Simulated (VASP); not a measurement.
# Ir: single point with LDA

Crystal: Ir.

```
CELL_PARAMETERS angstrom
0.00000 2.04109 1.74901
2.04109 0.00000 1.74901
2.04109 2.04109 0.00000
ATOMIC_POSITIONS crystal
Ir 0.00000 0.00000 0.00000
```

- Program: VASP 6.6.1
- Task: single point
- Functional: LDA
- Potentials or basis: VASP PAW LDA potentials, release 64 (Ir)
- Cutoff: 520 eV
- k mesh: 22 × 22 × 22
- Occupations: gaussian, width 0.15 eV
- Spin: no spin polarisation
- Dipole correction: no
- Further INCAR settings: ALGO = Normal; EDIFF = 1e-06; NBANDS = 10

| Item | Value |
| --- | --- |
| Pressure | -11.9 GPa |
| Band gap on the k mesh | zero (an odd number of electrons rules out a gap without spin polarisation) |

Stress tensor (GPa, compression positive):
```
-26.00   0.00   0.00
  0.00 -26.00   0.00
  0.00   0.00  16.23
```

Levels at points of the mesh, in eV from the Fermi level:
| k point | band 2 | band 3 | band 4 | band 5 | band 6 | band 7 |
| --- | --- | --- | --- | --- | --- | --- |
| (0.00, 0.00, 0.00) | -4.04 | -4.04 | -2.35 | -2.34 | -0.17 | 14.91 |
| (0.50, 0.00, 0.00) | -4.70 | -2.54 | -0.48 | 0.30 | 1.53 | 7.25 |
| (0.50, 0.50, 0.00) | -7.10 | 0.92 | 1.52 | 1.52 | 4.18 | 9.84 |
| (0.50, 0.00, 0.50) | -6.66 | 0.56 | 0.58 | 0.83 | 2.08 | 9.00 |

Wall time 39 s on 1 thread of AMD EPYC 9R45 (Zen 5) (shared host), peak memory 0.2 GiB.

Caveat: the cell stands under tension; spin-orbit coupling is left out, which moves the levels of the heavy elements.
